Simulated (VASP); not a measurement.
# CaCr2IrO6 (Fm-3m) in VASP: single point with r2SCAN

Aim: the single point of CaCr2IrO6 with r2SCAN.

Everything below comes from runs of VASP 6.6.1. Logs are shortened: lines on timing, memory, paths and dates and some standing lists are left out, and cuts for length are marked.

## (1) The cell of the first run

Symmetry: Fm-3m, No. 225, cubic system. The conventional cell has a = 7.494 Å, b = 7.494 Å, c = 7.494 Å, α = 90.00°, β = 90.00°, γ = 90.00°. Within 2.3 Å of Ir (site symmetry m-3m) lie 6 O at 1.74 Å. Within 2.3 Å of O (site symmetry 4mm) lie 1 Ir at 1.74 Å and 1 Ca at 2.00 Å. Cr (site symmetry -43m) has 12 O at 2.65 Å and 4 Ir at 3.25 Å and 4 Ca at 3.25 Å within 3.5 Å. Ca (site symmetry m-3m) has 6 O at 2.00 Å within 2.7 Å.

## (2) Single point, r2SCAN

Input file POSCAR:

```
CaCr2IrO6
1.0
    0.0000000000      3.7470390000      3.7470390000
    3.7470390000      0.0000000000      3.7470390000
    3.7470390000      3.7470390000      0.0000000000
Ir O Cr Ca
1 6 2 1
Direct
    0.5000000000      0.5000000000      0.5000000000
    0.7326000000      0.2674000000      0.2674000000
    0.2674000000      0.7326000000      0.2674000000
    0.2674000000      0.7326000000      0.7326000000
    0.7326000000      0.2674000000      0.7326000000
    0.2674000000      0.2674000000      0.7326000000
    0.7326000000      0.7326000000      0.2674000000
    0.2500000000      0.2500000000      0.2500000000
    0.7500000000      0.7500000000      0.7500000000
    0.0000000000      0.0000000000      0.0000000000
```

Input file INCAR.step1:

```
SYSTEM = CaCr2IrO6
PREC = Accurate ; ENCUT = 520
ISMEAR = -1 ; SIGMA = 0.046
LREAL = .False. ; LASPH = .True.
NELM = 100 ; NBANDS = 50
GGA = PE ; ALGO = Normal
EDIFF = 1E-4 ; LWAVE = .True.
LCHARG = .False.
```

Input file INCAR.step2:

```
SYSTEM = CaCr2IrO6
PREC = Accurate ; ENCUT = 520
EDIFF = 1E-6 ; ISMEAR = -1
SIGMA = 0.046 ; LREAL = .False.
LASPH = .True. ; NELM = 100
ALGO = Normal ; ISIF = 2
LWAVE = .False. ; LCHARG = .False.
METAGGA = R2SCAN ; LMIXTAU = .True.
NBANDS = 50 ; ISTART = 1
```

Input file KPOINTS:

```
regular mesh
0
Gamma
  8 8 8
  0 0 0
```

Potentials or basis: VASP PAW PBE potentials, release 64 (Ir, O, Cr_pv, Ca_sv).

The run is started by

```bash
cat potpaw_PBE.64/Ir/POTCAR potpaw_PBE.64/O/POTCAR potpaw_PBE.64/Cr_pv/POTCAR potpaw_PBE.64/Ca_sv/POTCAR > POTCAR
cp INCAR.step1 INCAR
mpirun -np 1 vasp_std > vasp.out
cp INCAR.step2 INCAR
mpirun -np 1 vasp_std > vasp.out
```

OUTCAR:

```text
SYSTEM = CaCr2IrO6
   PREC = Accurate
   ENCUT = 520
   EDIFF = 1E-6
   ISMEAR = -1
   LREAL = .False.
   LASPH = .True.
   NELM = 100
   ISIF = 2
   METAGGA = R2SCAN
   ISTART = 1

 ion  position               nearest neighbor table
   1  0.500  0.500  0.500-   2 1.74   3 1.74   4 1.74   5 1.74   6 1.74   7 1.74   8 3.25   8 3.25
                             8 3.25   9 3.25   9 3.25   9 3.25   9 3.25   8 3.25
   2  0.733  0.267  0.267-   1 1.74  10 2.00
   3  0.267  0.733  0.267-   1 1.74  10 2.00
   4  0.267  0.733  0.733-   1 1.74  10 2.00
   5  0.733  0.267  0.733-   1 1.74  10 2.00
   6  0.267  0.267  0.733-   1 1.74  10 2.00
   7  0.733  0.733  0.267-   1 1.74  10 2.00
   8  0.250  0.250  0.250-   1 3.25   1 3.25   1 3.25   1 3.25
   9  0.750  0.750  0.750-   1 3.25   1 3.25   1 3.25   1 3.25
  10  0.000  0.000  0.000-   2 2.00   3 2.00   4 2.00   5 2.00   6 2.00   7 2.00

  LATTYP: Found a face centered cubic cell.
 ALAT       =     7.4940780000

  Lattice vectors:

 A1 = (   0.0000000000,   3.7470390000,   3.7470390000)
 A2 = (   3.7470390000,   0.0000000000,   3.7470390000)
 A3 = (   3.7470390000,   3.7470390000,   0.0000000000)

Analysis of symmetry for initial positions (statically):
=====================================================================
 Subroutine PRICEL returns:
 Original cell was already a primitive cell.

 Routine SETGRP: Setting up the symmetry group for a
 face centered cubic supercell.

 Subroutine GETGRP returns: Found 48 space group operations
 (whereof 48 operations were pure point group operations)
 out of a pool of 48 trial point group operations.

The static configuration has the point symmetry O_h .

Analysis of symmetry for dynamics (positions and initial velocities):
=====================================================================
 Subroutine PRICEL returns:
 Original cell was already a primitive cell.

 Routine SETGRP: Setting up the symmetry group for a
 face centered cubic supercell.

 Subroutine GETGRP returns: Found 48 space group operations
 (whereof 48 operations were pure point group operations)
 out of a pool of 48 trial point group operations.

The dynamic configuration has the point symmetry O_h .

 Subroutine INISYM returns: Found 48 space group operations
 (whereof 48 operations are pure point group operations),
 and found     1 'primitive' translations

----------------------------------------------------------------------------------------

                                     Primitive cell

  volume of cell :     105.2191

  direct lattice vectors                    reciprocal lattice vectors
     0.000000000  3.747039000  3.747039000    -0.133438697  0.133438697  0.133438697
     3.747039000  0.000000000  3.747039000     0.133438697 -0.133438697  0.133438697
     3.747039000  3.747039000  0.000000000     0.133438697  0.133438697 -0.133438697

  length of vectors
     5.299113373  5.299113373  5.299113373     0.231122602  0.231122602  0.231122602

  position of ions in fractional coordinates (direct lattice)
     0.500000000  0.500000000  0.500000000
     0.732600000  0.267400000  0.267400000
     0.267400000  0.732600000  0.267400000
     0.267400000  0.732600000  0.732600000
     0.732600000  0.267400000  0.732600000
     0.267400000  0.267400000  0.732600000
     0.732600000  0.732600000  0.267400000
     0.250000000  0.250000000  0.250000000
     0.750000000  0.750000000  0.750000000
     0.000000000  0.000000000  0.000000000

  ion indices of the primitive-cell ions
   primitive index   ion index
                 1           1
                 2           2
                 3           3
                 4           4
                 5           5
                 6           6
                 7           7
                 8           8
                 9           9
                10          10

----------------------------------------------------------------------------------------

 KPOINTS: regular mesh

Automatic generation of k-mesh.
 Grid dimensions read from file:
 generate k-points for:    8    8    8

 Generating k-lattice:

  Cartesian coordinates                     Fractional coordinates (reciprocal lattice)
    -0.016679837  0.016679837  0.016679837     0.125000000  0.000000000  0.000000000
     0.016679837 -0.016679837  0.016679837     0.000000000  0.125000000  0.000000000
     0.016679837  0.016679837 -0.016679837     0.000000000  0.000000000  0.125000000

  Length of vectors
     0.028890325  0.028890325  0.028890325

  Shift w.r.t. Gamma in fractional coordinates (k-lattice)
     0.000000000  0.000000000  0.000000000

 Subroutine IBZKPT returns following result:
 ===========================================

 Found     29 irreducible k-points:

 Following reciprocal coordinates:
            Coordinates               Weight
  0.000000  0.000000  0.000000      1.000000
  0.125000  0.000000  0.000000      8.000000
  0.250000  0.000000  0.000000      8.000000
  0.375000  0.000000  0.000000      8.000000
  0.500000  0.000000  0.000000      4.000000
  0.125000  0.125000  0.000000      6.000000
[... 16 lines left out ...]
  0.500000  0.250000  0.125000     48.000000
 -0.375000  0.250000  0.125000     24.000000
 [... further k-points ...]
   k-points           NKPTS =     29   k-points in BZ     NKDIM =     29   number of bands    NBANDS=     50
   number of dos      NEDOS =    301   number of ions     NIONS =     10
   total plane-waves  NPLWV =  64000
   dimension x,y,z NGX =    40 NGY =   40 NGZ =   40
   dimension x,y,z NGXF=    80 NGYF=   80 NGZF=   80
   ions per type =               1   6   2   1
   NGX,Y,Z   is equivalent  to a cutoff of  12.55, 12.55, 12.55 a.u.
   NGXF,Y,Z  is equivalent  to a cutoff of  25.10, 25.10, 25.10 a.u.
 SYSTEM =  CaCr2IrO6
   PREC   = accura    normal or accurate (medium, high low for compatibility)
   ISTART =      1    job   : 0-new  1-cont  2-samecut
   ICHARG =      0    charge: 1-file 2-atom 10-const
   ISPIN  =      1    spin polarized calculation?
   LNONCOLLINEAR =      F non collinear calculations
   LSORBIT =      F    spin-orbit coupling
   LASPH  =      T    aspherical Exc in radial PAW
   ENCUT  =  520.0 eV  38.22 Ry    6.18 a.u.   9.85  9.85  9.85*2*pi/ulx,y,z
   NELM   =    100;   NELMIN=  2; NELMDL=  0     # of ELM steps
   EDIFF  = 0.1E-05   stopping-criterion for ELM
   LREAL  =      F    real-space projection
[... 7 lines left out ...]
   TEBEG  =    0.0;   TEEND  =   0.0 temperature during run
   PSTRESS=    0.0 pullay stress
   NELECT =      79.0000    total number of electrons
   NUPDOWN=      -1.0000    fix difference up-down
   EMIN   =  10.00;   EMAX   =-10.00  energy-range for DOS
   EFERMI =   0.00;   METHOD = LEGACY
   ISMEAR =    -1;   SIGMA  =   0.05  broadening in eV -4-tet -1-fermi 0-gaus
   EFERMI_NEDOS =   21; number of points for ismear=-14 and -15
   IALGO  =     38    algorithm
   IMIX   =      4    mixing-type and parameters
     AMIX     =   0.40;   BMIX     =  1.00
     AMIX_MAG =   1.60;   BMIX_MAG =  1.00
  volume/ion in A,a.u.               =      10.52        71.01
  Fermi-wavevector in a.u.,A,eV,Ry     =   1.487941  2.811800 30.122861  2.213968
  Thomas-Fermi vector in A             =   2.601038
   LORBIT       =      0    0 simple, 1 ext, 2 COOP (PROOUT), +10 PAW based schemes
   METAGGA = R2SCAN    functional components
   LHFCALC =     F    Hartree Fock is set to
   AEXX    =    0.0000 exact exchange contribution
   IVDW    =     0    specifies the selected vdW correction
   LEPSILON=     F    determine dielectric tensor
   LRPA    =     F    only Hartree local field effects (RPA)
 non-spin polarized calculation
  energy-cutoff  :      520.00
  volume of cell :      105.22
 maximum number of plane-waves:      2874
   NGX = 19   NGY = 19   NGZ = 19

 number of electron      78.9999989 magnetization

 Free energy of the ion-electron system (eV)
  ---------------------------------------------------
  ext. energy  EPLUGINS =         0.00000000
  ---------------------------------------------------
  free energy    TOTEN  =      -124.00641876 eV

  energy without entropy =     -123.94188401  energy(sigma->0) =     -123.97415138

 E-fermi :   6.5754     XC(G=0): -12.5862

 val. band max:        6.5529535003   @ k =   0.5000   0.5000   0.0000
 cond. band min:       6.5866214560   @ k =   0.1250   0.1250   0.0000
 fundamental gap:      0.0336679557
 Fermi energy:         6.5753997802

 k-point     1 :       0.0000    0.0000    0.0000
  band No.  band energies     occupation
      1     -38.4950      2.00000
      2     -38.4949      2.00000
      3     -38.4938      2.00000
      4     -38.4898      2.00000
      5     -38.4897      2.00000
      6     -38.4886      2.00000
[... 42 lines left out ...]
     49       9.9028      0.00000
     50      11.4142      0.00000

 k-point     2 :       0.1250    0.0000    0.0000
  band No.  band energies     occupation
      1     -38.4948      2.00000
      2     -38.4947      2.00000
      3     -38.4937      2.00000
      4     -38.4900      2.00000
      5     -38.4899      2.00000
      6     -38.4889      2.00000
[... 42 lines left out ...]
     49      10.1110      0.00000
     50      11.4343      0.00000

 k-point     3 :       0.2500    0.0000    0.0000
  band No.  band energies     occupation
      1     -38.4943      2.00000
      2     -38.4941      2.00000
      3     -38.4931      2.00000
      4     -38.4907      2.00000
      5     -38.4905      2.00000
      6     -38.4895      2.00000
[... 42 lines left out ...]
     49      10.6197      0.00000
     50      11.5357      0.00000

 k-point     4 :       0.3750    0.0000    0.0000
  band No.  band energies     occupation
      1     -38.4935      2.00000
      2     -38.4933      2.00000
      3     -38.4923      2.00000
      4     -38.4916      2.00000
      5     -38.4913      2.00000
      6     -38.4904      2.00000
[... 999 lines left out ...]
 k-point    23 :       0.5000    0.2500    0.1250
  band No.  band energies     occupation
      1     -38.4955      2.00000
      2     -38.4935      2.00000
      3     -38.4932      2.00000
      4     -38.4914      2.00000
      5     -38.4897      2.00000
      6     -38.4894      2.00000
[... 42 lines left out ...]
     49      11.0824      0.00000
     50      11.6274      0.00000

 k-point    24 :      -0.3750    0.2500    0.1250
  band No.  band energies     occupation
      1     -38.4951      2.00000
      2     -38.4940      2.00000
      3     -38.4924      2.00000
      4     -38.4924      2.00000
      5     -38.4899      2.00000
      6     -38.4888      2.00000
[... 42 lines left out ...]
     49      11.0813      0.00000
     50      11.9232      0.00000

 [... further k-points ...]

------------------------ aborting loop because EDIFF is reached ----------------------------------------

  FORCE on cell =-STRESS in cart. coord.  units (eV):
  Direction    XX          YY          ZZ          XY          YZ          ZX
  --------------------------------------------------------------------------------------
  -------------------------------------------------------------------------------------
  Total       35.3154288     35.3154288     35.3154288      0.0000000     -0.0000000      0.0000000
  in kB      537.7500143    537.7500143    537.7500143      0.0000000     -0.0000000      0.0000000
  external PRESSURE =     537.7500143 kB  Pullay stress =       0.0000000 kB

 VOLUME and BASIS-vectors are now :
 -----------------------------------------------------------------------------
  energy-cutoff  :      520.00
  volume of cell :      105.22
      direct lattice vectors                 reciprocal lattice vectors
     0.000000000  3.747039000  3.747039000    -0.133438697  0.133438697  0.133438697
     3.747039000  0.000000000  3.747039000     0.133438697 -0.133438697  0.133438697
     3.747039000  3.747039000  0.000000000     0.133438697  0.133438697 -0.133438697

 POSITION                                       TOTAL-FORCE (eV/Angst)
 -----------------------------------------------------------------------------------
      3.74704      3.74704      3.74704         0.000000     -0.000000     -0.000000
      2.00392      3.74704      3.74704        -4.547975     -0.000000     -0.000000
      3.74704      2.00392      3.74704         0.000000     -4.547975     -0.000000
      5.49016      3.74704      3.74704         4.547975     -0.000000     -0.000000
      3.74704      5.49016      3.74704         0.000000      4.547975     -0.000000
      3.74704      3.74704      2.00392         0.000000     -0.000000     -4.547975
      3.74704      3.74704      5.49016         0.000000     -0.000000      4.547975
      1.87352      1.87352      1.87352         0.000000      0.000000     -0.000000
      5.62056      5.62056      5.62056         0.000000     -0.000000     -0.000000
      0.00000      0.00000      0.00000         0.000000     -0.000000     -0.000000
 -----------------------------------------------------------------------------------
    total drift:                                0.000000      0.000000      0.000000

  FREE ENERGIE OF THE ION-ELECTRON SYSTEM (eV)
  ---------------------------------------------------
  free  energy   TOTEN  =      -124.0064187583 eV

  energy  without entropy=     -123.9418840076  energy(sigma->0) =     -123.97415138
```

Run time: 12 min. Hardware: 1 thread of Intel Xeon Platinum 8488C (Sapphire Rapids), shared host; peak memory 0.36 GiB.

What came out:

| Item | Value |
| --- | --- |
| Free energy | -124.0064 eV |
| Pressure | 53.8 GPa |
| Largest force | 4.548 eV/Å |
| Band gap on the k mesh | zero (an odd number of electrons rules out a gap without spin polarisation) |

Forces on the atoms (eV/Å):
```
Ir   0.000  0.000  0.000
O   -4.548  0.000  0.000
O    0.000 -4.548  0.000
O    4.548  0.000  0.000
O    0.000  4.548  0.000
O    0.000  0.000 -4.548
O    0.000  0.000  4.548
Cr   0.000  0.000  0.000
Cr   0.000  0.000  0.000
Ca   0.000  0.000  0.000
```

Levels at points of the mesh, in eV from the Fermi level:
```
           k point  band 35  band 36  band 37  band 38  band 39  band 40  band 41  band 42  band 43  band 44
(0.00, 0.00, 0.00)    -1.30    -1.30    -1.30    -1.12    -1.12    -0.45    -0.45     0.01     0.01     0.01
(0.50, 0.00, 0.00)    -1.08    -1.08    -0.84    -0.53    -0.53     0.21     0.26     0.26     0.27     0.51
(0.50, 0.50, 0.00)    -1.89    -0.59    -0.13    -0.09    -0.04    -0.02     0.10     0.10     0.10     0.75
```

Caveat: the cell stands under pressure; the PAW data sets were made with another functional, which shifts forces and pressure a little; spin-orbit coupling is left out, which moves the levels of the heavy elements; an odd number of electrons without spin polarisation forces a metal; a magnetic or distorted state may lie lower; the run has no spin polarisation, though such a crystal can be magnetic; semilocal functionals often make such compounds metallic where correlation or magnetic order opens a gap, which also shifts bond lengths. With open d or f shells a metallic result of r2SCAN can be an artefact of self-interaction; +U or a hybrid may open a gap.

The gap in the log of VASP goes by the Fermi energy; the results here count the filled bands.